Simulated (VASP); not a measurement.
# CoO in VASP: a series of runs

The runs below take CoO through single point, relaxation of cell and atoms, with PBEsol.

Program: VASP 6.6.1. These are calculated values, not measurements. Logs are shortened: lines on timing, memory, paths and dates and some standing lists are left out, and cuts for length are marked.

## Step 1: The cell of the first run

It takes space group Fm-3m (No. 225, cubic). The conventional cell has a = 4.172 Å, b = 4.172 Å, c = 4.172 Å, α = 90.00°, β = 90.00°, γ = 90.00°. Co (site symmetry m-3m) has 6 O at 2.09 Å within 2.8 Å. Within 2.8 Å of O (site symmetry m-3m) lie 6 Co at 2.09 Å.

## Step 2: Single point, PBEsol, collinear spin, ferromagnetic start

INCAR reads:

```
PREC = Accurate ; ENCUT = 520
EDIFF = 1E-7 ; ISMEAR = 0
SIGMA = 0.1 ; LREAL = F
LASPH = T ; NELM = 150
ALGO = Normal ; ISIF = 2
LWAVE = F ; LCHARG = T
ISPIN = 2 ; MAGMOM = 2.74 0.38
LORBIT = 11 ; LMAXMIX = 4
GGA = PS ; LELF = T
LVHAR = T ; NBANDS = 18
```

KPOINTS reads:

```
regular mesh
0
Gamma
  8 8 8
```

POSCAR reads:

```
CoO
1.0
   -1.4749833196      1.4749833196      2.0859125248
    1.4749833196     -1.4749833196      2.0859125248
    1.4749833196      1.4749833196     -2.0859125248
Co O
1 1
Direct
    0.0000000000      0.0000000000      0.0000000000
    0.5000000000      0.5000000000      0.0000000000
```

Potentials or basis: VASP PAW PBE potentials, release 64 (Co, O).

Started as:

```console
> cat potpaw_PBE.64/Co/POTCAR potpaw_PBE.64/O/POTCAR > POTCAR
> mpirun -np 1 vasp_std > vasp.out
```

OUTCAR:

```text
PREC = Accurate
   ENCUT = 520
   EDIFF = 1E-7
   ISMEAR = 0
   LREAL = F
   LASPH = T
   NELM = 150
   ISIF = 2
   ISPIN = 2
   LORBIT = 11
   GGA = PS

 ion  position               nearest neighbor table
   1  0.000  0.000  0.000-   2 2.09   2 2.09   2 2.09   2 2.09   2 2.09   2 2.09
   2  0.500  0.500  0.000-   1 2.09   1 2.09   1 2.09   1 2.09   1 2.09   1 2.09

  LATTYP: Found a body centered tetragonal cell.
 ALAT       =     2.9499666392
 C/A-ratio  =     1.4141939757

  Lattice vectors:

 A1 = (  -1.4749833196,   1.4749833196,   2.0859125248)
 A2 = (   1.4749833196,  -1.4749833196,   2.0859125248)
 A3 = (   1.4749833196,   1.4749833196,  -2.0859125248)

Analysis of symmetry for initial positions (statically):
=====================================================================
 Subroutine PRICEL returns:
 Original cell was already a primitive cell.

 Routine SETGRP: Setting up the symmetry group for a
 body centered tetragonal supercell.

 Subroutine GETGRP returns: Found 16 space group operations
 (whereof 16 operations were pure point group operations)
 out of a pool of 16 trial point group operations.

The static configuration has the point symmetry D_4h.

Analysis of symmetry for dynamics (positions and initial velocities):
=====================================================================
 Subroutine PRICEL returns:
 Original cell was already a primitive cell.

 Routine SETGRP: Setting up the symmetry group for a
 body centered tetragonal supercell.

 Subroutine GETGRP returns: Found 16 space group operations
 (whereof 16 operations were pure point group operations)
 out of a pool of 16 trial point group operations.

The dynamic configuration has the point symmetry D_4h.

Analysis of structural, dynamic, and magnetic symmetry:
=====================================================================
 Subroutine PRICEL returns:
 Original cell was already a primitive cell.

 Routine SETGRP: Setting up the symmetry group for a
 body centered tetragonal supercell.

 Subroutine GETGRP returns: Found 16 space group operations
 (whereof 16 operations were pure point group operations)
 out of a pool of 16 trial point group operations.

The overall configuration has the point symmetry D_4h.

 Subroutine INISYM returns: Found 16 space group operations
 (whereof 16 operations are pure point group operations),
 and found     1 'primitive' translations

----------------------------------------------------------------------------------------

                                     Primitive cell

  volume of cell :      18.1522

  direct lattice vectors                    reciprocal lattice vectors
    -1.474983320  1.474983320  2.085912525     0.000000000  0.338986884  0.239703245
     1.474983320 -1.474983320  2.085912525     0.338986884  0.000000000  0.239703245
     1.474983320  1.474983320 -2.085912525     0.338986884  0.338986884  0.000000000

  length of vectors
     2.949946211  2.949946211  2.949946211     0.415174365  0.415174365  0.479399849

  position of ions in fractional coordinates (direct lattice)
     0.000000000  0.000000000  0.000000000
     0.500000000  0.500000000  0.000000000

  ion indices of the primitive-cell ions
   primitive index   ion index
                 1           1
                 2           2

----------------------------------------------------------------------------------------

 KPOINTS: regular mesh

Automatic generation of k-mesh.
 Grid dimensions read from file:
 generate k-points for:    8    8    8

 Generating k-lattice:

  Cartesian coordinates                     Fractional coordinates (reciprocal lattice)
     0.000000000  0.042373361  0.029962906     0.125000000  0.000000000 -0.000000000
     0.042373361  0.000000000  0.029962906     0.000000000  0.125000000 -0.000000000
     0.042373361  0.042373361  0.000000000     0.000000000  0.000000000  0.125000000

  Length of vectors
     0.051896796  0.051896796  0.059924981

  Shift w.r.t. Gamma in fractional coordinates (k-lattice)
     0.000000000  0.000000000  0.000000000

[... 55 lines left out ...]
     17      37.8121      0.00000
     18      38.8694      0.00000

 k-point    24 :       0.3750    0.1250    0.1250
  band No.  band energies     occupation
      1     -10.6023      1.00000
      2       0.6319      1.00000
      3       2.1315      1.00000
      4       2.4296      1.00000
      5       6.1457      1.00000
      6       6.3774      1.00000
[... 10 lines left out ...]
     17      37.3077      0.00000
     18      38.7326      0.00000

 [... further k-points ...]

 spin component 2

 k-point     1 :       0.0000    0.0000    0.0000
  band No.  band energies     occupation
      1     -11.5968      1.00000
      2       5.7975      1.00000
      3       5.7975      1.00000
      4       5.7975      1.00000
      5       7.4783      1.00000
      6       7.4783      1.00000
[... 10 lines left out ...]
     17      32.0606      0.00000
     18      35.0810      0.00000

 k-point     2 :       0.1250    0.0000    0.0000
  band No.  band energies     occupation
      1     -11.4114      1.00000
      2       4.5632      1.00000
      3       5.2365      1.00000
      4       5.2366      1.00000
      5       7.6720      1.00000
      6       7.6721      1.00000
[... 10 lines left out ...]
     17      33.6776      0.00000
     18      37.5201      0.00000

 k-point     3 :       0.2500    0.0000    0.0000
  band No.  band energies     occupation
      1     -10.9276      1.00000
      2       2.6015      1.00000
      3       4.3674      1.00000
      4       4.3676      1.00000
      5       8.0445      1.00000
      6       8.0445      1.00000
[... 412 lines left out ...]
 k-point    23 :       0.2500    0.1250    0.1250
  band No.  band energies     occupation
      1     -10.2214      1.00000
      2       1.4538      1.00000
      3       3.3285      1.00000
      4       3.7438      1.00000
      5       7.9330      1.00000
      6       8.6654      0.80260
[... 10 lines left out ...]
     17      38.3521      0.00000
     18      39.3635      0.00000

 k-point    24 :       0.3750    0.1250    0.1250
  band No.  band energies     occupation
      1     -10.0444      1.00000
      2       1.1979      1.00000
      3       3.0265      1.00000
      4       3.5985      1.00000
      5       8.3338      1.00000
      6       8.4608      0.99991
[... 10 lines left out ...]
     17      37.6838      0.00000
     18      39.3646      0.00000

 [... further k-points ...]

------------------------ aborting loop because EDIFF is reached ----------------------------------------

  FORCE on cell =-STRESS in cart. coord.  units (eV):
  Direction    XX          YY          ZZ          XY          YZ          ZX
  --------------------------------------------------------------------------------------
  -------------------------------------------------------------------------------------
  Total       -0.0525342     -0.0525342     -0.0538074      0.0000000     -0.0000000      0.0000000
  in kB       -4.6368392     -4.6368392     -4.7492168      0.0000000     -0.0000000      0.0000000
  external PRESSURE =      -4.6742984 kB  Pullay stress =       0.0000000 kB

 VOLUME and BASIS-vectors are now :
 -----------------------------------------------------------------------------
  energy-cutoff  :      520.00
  volume of cell :       18.15
      direct lattice vectors                 reciprocal lattice vectors
    -1.474983320  1.474983320  2.085912525     0.000000000  0.338986884  0.239703245
     1.474983320 -1.474983320  2.085912525     0.338986884  0.000000000  0.239703245
     1.474983320  1.474983320 -2.085912525     0.338986884  0.338986884  0.000000000

 POSITION                                       TOTAL-FORCE (eV/Angst)
 -----------------------------------------------------------------------------------
      0.00000      0.00000      0.00000         0.000000     -0.000000      0.000000
      0.00000      0.00000      2.08591        -0.000000      0.000000      0.000000
 -----------------------------------------------------------------------------------
    total drift:                               -0.000000      0.000000     -0.000000

  FREE ENERGIE OF THE ION-ELECTRON SYSTEM (eV)
  ---------------------------------------------------
  free  energy   TOTEN  =       -14.0003217720 eV

  energy  without entropy=      -13.9818023714  energy(sigma->0) =      -13.99106207

 total charge

# of ion       s       p       d       tot
------------------------------------------
    1        0.315   0.405   7.199   7.919
    2        1.552   3.427   0.000   4.979
--------------------------------------------------
tot          1.867   3.832   7.199  12.898

 magnetization (x)

# of ion       s       p       d       tot
------------------------------------------
    1        0.021   0.019   2.428   2.468
    2        0.031   0.259   0.000   0.290
--------------------------------------------------
tot          0.052   0.278   2.428   2.757
```

Wall time 73 s (1 thread of Intel Xeon 8259CL, shared host); peak memory 0.17 GiB.

Results:

| Property | Result |
| --- | --- |
| Free energy | -14.0003 eV |
| Pressure | -0.5 GPa |
| Net moment | 2.81 μB per cell |
| Site moments | Co +2.47; O +0.29 μB |
| Valence electrons inside the program's atomic spheres | Co 7.92; O 4.98 |

Levels at points of the mesh, in eV from the Fermi level:
Spin up:
```
           k point  band 7  band 8  band 9  band 10  band 11  band 12
(0.00, 0.00, 0.00)   -3.20   -3.20   -3.20     1.19    16.76    18.42
(0.50, 0.00, 0.00)   -1.78    0.26    0.26     4.99     9.78    13.64
(0.50, 0.50, 0.00)   -2.25   -2.04   -2.03     6.13    10.02    11.76
(0.50, 0.50, 0.50)   -2.25   -2.04   -2.04     6.13    10.02    11.76
```
Spin down:
```
           k point  band 3  band 4  band 5  band 6  band 7  band 8  band 9  band 10
(0.00, 0.00, 0.00)   -2.93   -2.93   -1.25   -1.25   -1.25   -0.24   -0.24     1.73
(0.50, 0.00, 0.00)   -5.20   -5.20   -0.15   -0.15    0.19    2.70    2.70     5.29
(0.50, 0.50, 0.00)   -4.27   -4.27   -2.54    0.16    0.16    0.28    0.88     6.95
(0.50, 0.50, 0.50)   -4.27   -4.27   -2.54    0.16    0.16    0.28    0.88     6.95
```

Caveat: the PAW data sets were made with another functional, which shifts forces and pressure a little; a cell with one magnetic atom can't hold antiferromagnetic order, which such compounds often take; semilocal functionals often make such compounds metallic where correlation or magnetic order opens a gap, which also shifts bond lengths. With open d or f shells a metallic result of PBEsol can be an artefact of self-interaction; +U or a hybrid may open a gap.

## Step 3: Relaxation of cell and atoms, PBEsol, collinear spin, ferromagnetic start

This run uses another cell than the first one, of 9.58 Å³/atom.

INCAR reads:

```
PREC = Accurate ; ENCUT = 600
EDIFF = 1E-6 ; ISMEAR = 0
SIGMA = 0.1 ; LREAL = False
LASPH = True ; NELM = 150
ALGO = Normal ; ISIF = 3
LWAVE = False ; LCHARG = False
ISPIN = 2 ; MAGMOM = 2.74 0.38
LORBIT = 11 ; LMAXMIX = 4
GGA = PS ; IBRION = 2
NSW = 80 ; EDIFFG = -0.01
```

KPOINTS reads:

```
regular mesh
0
Gamma
  6 6 6
```

POSCAR reads:

```
CoO
1.0
   -1.5080001529      1.5080001529      2.1072499549
    1.5080001529     -1.5080001529      2.1072499549
    1.5080001529      1.5080001529     -2.1072499549
Co O
1 1
Direct
    0.0000000000      0.0000000000      0.0000000000
    0.5000000000      0.5000000000      0.0000000000
```

Potentials or basis: VASP PAW PBE potentials, release 64 (Co, O).

Started as:

```console
> cat potpaw_PBE.64/Co/POTCAR potpaw_PBE.64/O/POTCAR > POTCAR
> mpirun -np 1 vasp_std > vasp.out
```

Wall time 2.6 min (1 thread of Intel Xeon 8259CL, shared host); peak memory 0.17 GiB.

It converged, with:

```
Free energy                                           : -14.0230 eV
Relaxed volume                                        : 8.98 Å³/atom
Relaxed cell                                          : a = 2.940 Å, b = 2.940 Å, c = 2.940 Å, α = 120.00°, β = 120.00°, γ = 90.00°
Space group after relaxing (to 0.1 Å)                 : Fm-3m (No. 225)
Energy gained by relaxing                             : 24.3 meV/atom
Ionic steps                                           : 8
Pressure after relaxing                               : 0.1 GPa
Net moment                                            : 2.70 μB per cell
Site moments                                          : Co +2.39; O +0.26 μB
Valence electrons inside the program's atomic spheres : Co 7.95; O 4.98
```

Step by step:
```
step  energy change (eV)  largest force (eV/Å)  pressure (GPa)  volume (Å³)
   1              0.0000                0.0000          -11.65        19.17
   2             -0.0291                0.0000            9.28        17.30
   3             -0.0479                0.0000            0.00        17.97
   4             -0.0484                0.0000            0.11        17.96
   5             -0.0487                0.0000            0.26        17.94
   6             -0.0487                0.0000            0.22        17.95
   7             -0.0487                0.0000           -0.23        17.98
   8             -0.0487                0.0000            0.11        17.96
```

Final structure:
```cif
data_structure
_symmetry_space_group_name_H-M 'P 1'
_symmetry_Int_Tables_number 1
_cell_length_a 2.9397
_cell_length_b 2.9397
_cell_length_c 2.9397
_cell_angle_alpha 119.998
_cell_angle_beta 119.998
_cell_angle_gamma 90.003
_cell_volume 17.96
loop_
_atom_site_label
_atom_site_type_symbol
_atom_site_fract_x
_atom_site_fract_y
_atom_site_fract_z
_atom_site_occupancy
Co1 Co 0.00000 0.00000 0.00000 1
O1 O 0.50000 0.50000 0.00000 1
```

Levels at points of the mesh, in eV from the Fermi level:
Spin up:
| k point | band 5 | band 6 | band 7 | band 8 | band 9 | band 10 | band 11 | band 12 | band 13 |
| --- | --- | --- | --- | --- | --- | --- | --- | --- | --- |
| (0.00, 0.00, 0.00) | -3.24 | -3.24 | -3.17 | -3.17 | -3.17 | 1.25 | 16.79 | 18.51 | 18.51 |
| (0.50, 0.00, 0.00) | -2.30 | -2.30 | -1.73 | 0.32 | 0.32 | 5.01 | 9.88 | 13.72 | 13.72 |
| (0.50, 0.50, 0.00) | -4.20 | -2.82 | -2.17 | -1.98 | -1.97 | 6.21 | 10.08 | 11.83 | 16.40 |
| (0.50, 0.50, 0.50) | -4.20 | -2.82 | -2.17 | -1.98 | -1.98 | 6.21 | 10.08 | 11.83 | 16.40 |
Spin down:
```tsv
k point	band 2	band 3	band 4	band 5	band 6	band 7	band 8	band 9	band 10	band 11
(0.00, 0.00, 0.00)	-3.04	-3.04	-3.04	-1.28	-1.28	-1.28	-0.29	-0.29	1.76	16.75
(0.50, 0.00, 0.00)	-8.42	-5.32	-5.32	-0.16	-0.16	0.17	2.68	2.68	5.30	10.62
(0.50, 0.50, 0.00)	-7.16	-4.39	-4.39	-2.60	0.15	0.15	0.25	0.87	7.01	10.53
(0.50, 0.50, 0.50)	-7.16	-4.39	-4.39	-2.60	0.15	0.15	0.25	0.87	7.01	10.53
```

Caveat: the k points lie up to 0.44 Å⁻¹ apart in the final cell; the PAW data sets were made with another functional, which shifts forces and pressure a little; a cell with one magnetic atom can't hold antiferromagnetic order, which such compounds often take; semilocal functionals often make such compounds metallic where correlation or magnetic order opens a gap, which also shifts bond lengths. With open d or f shells a metallic result of PBEsol can be an artefact of self-interaction; +U or a hybrid may open a gap.

## Step 4: Single point, PBEsol, collinear spin, ferromagnetic start

INCAR reads:

```
SYSTEM = CoO
  ALGO = Normal
  EDIFF = 1E-7
  ENCUT = 520
  GGA = PS
  ISIF = 2
  ISMEAR = 0
  ISPIN = 2
  LASPH = .True.
  LCHARG = .False.
  LMAXMIX = 4
  LORBIT = 11
  LREAL = .False.
  LWAVE = .False.
  MAGMOM = 2.74 0.38
  NBANDS = 18
  NELM = 150
  PREC = Accurate
  SIGMA = 0.1
```

KPOINTS reads:

```
k-points
0
Gamma
  10 10 10
  0 0 0
```

POSCAR reads:

```
CoO
1.0
   -1.4755183867      1.4755183867      2.0864284513
    1.4755183867     -1.4755183867      2.0864284513
    1.4755183867      1.4755183867     -2.0864284513
Co O
1 1
Direct
    0.0000000000      0.0000000000      0.0000000000
    0.5000000000      0.5000000000      0.0000000000
```

Started as:

```console
> cat potpaw_PBE.64/Co/POTCAR potpaw_PBE.64/O/POTCAR > POTCAR
> mpirun -np 1 vasp_std > vasp.out
```

It took 2 min on 1 thread of Intel Xeon 8259CL, shared host; peak memory 0.19 GiB.

The run converged. Its results:

* Free energy: -13.9975 eV
* Pressure: -0.7 GPa
* Net moment: 2.79 μB per cell
* Site moments: Co +2.46; O +0.28 μB
* Valence electrons inside the program's atomic spheres: Co 7.92; O 4.98

Levels at points of the mesh, in eV from the Fermi level:
Spin up:
| k point | band 7 | band 8 | band 9 | band 10 | band 11 | band 12 |
| --- | --- | --- | --- | --- | --- | --- |
| (0.00, 0.00, 0.00) | -3.19 | -3.19 | -3.19 | 1.18 | 16.75 | 18.41 |
| (0.50, 0.00, 0.00) | -1.78 | 0.26 | 0.26 | 4.98 | 9.77 | 13.63 |
| (0.50, 0.50, 0.00) | -2.24 | -2.03 | -2.03 | 6.12 | 10.01 | 11.76 |
| (0.50, 0.50, 0.50) | -2.24 | -2.03 | -2.03 | 6.12 | 10.01 | 11.76 |
Spin down:
| k point | band 3 | band 4 | band 5 | band 6 | band 7 | band 8 | band 9 | band 10 |
| --- | --- | --- | --- | --- | --- | --- | --- | --- |
| (0.00, 0.00, 0.00) | -2.94 | -2.94 | -1.25 | -1.25 | -1.25 | -0.25 | -0.25 | 1.71 |
| (0.50, 0.00, 0.00) | -5.20 | -5.20 | -0.15 | -0.15 | 0.18 | 2.69 | 2.69 | 5.28 |
| (0.50, 0.50, 0.00) | -4.29 | -4.28 | -2.55 | 0.15 | 0.15 | 0.28 | 0.88 | 6.93 |
| (0.50, 0.50, 0.50) | -4.29 | -4.29 | -2.55 | 0.15 | 0.15 | 0.28 | 0.88 | 6.93 |

Caveat: the PAW data sets were made with another functional, which shifts forces and pressure a little; a cell with one magnetic atom can't hold antiferromagnetic order, which such compounds often take; semilocal functionals often make such compounds metallic where correlation or magnetic order opens a gap, which also shifts bond lengths. With open d or f shells a metallic result of PBEsol can be an artefact of self-interaction; +U or a hybrid may open a gap.

## Step 5: The runs side by side

| task | cell | k mesh | cutoff (eV) | gap on the mesh (eV) | pressure (GPa) | moment (μB) |
| --- | --- | --- | --- | --- | --- | --- |
| single point | a = 2.950 Å, angles 120.0, 120.0, 90.0°, 2 atoms | 8 × 8 × 8 | 520 | none | -0.5 | 2.81 |
| relaxation of cell and atoms | relaxed from a = 2.998 Å, angles 119.6, 119.6, 90.7°, 2 atoms | 6 × 6 × 6 | 600 | none | 0.1 | 2.70 |
| single point | a = 2.951 Å, angles 120.0, 120.0, 90.0°, 2 atoms | 10 × 10 × 10 | 520 | none | -0.7 | 2.79 |

Alike in all rows: level PBEsol; potentials or basis VASP PAW PBE potentials, release 64 (Co, O); spin collinear, ferromagnetic start; smearing gaussian 0.1 eV.

Caveats: some runs use coarse meshes; the PAW data sets were made with another functional, which shifts forces and pressure a little; a cell with one magnetic atom can't hold antiferromagnetic order, which such compounds often take; semilocal functionals often make such compounds metallic where correlation or magnetic order opens a gap, which also shifts bond lengths.

Absolute energies hang on the potentials; compare differences alone.
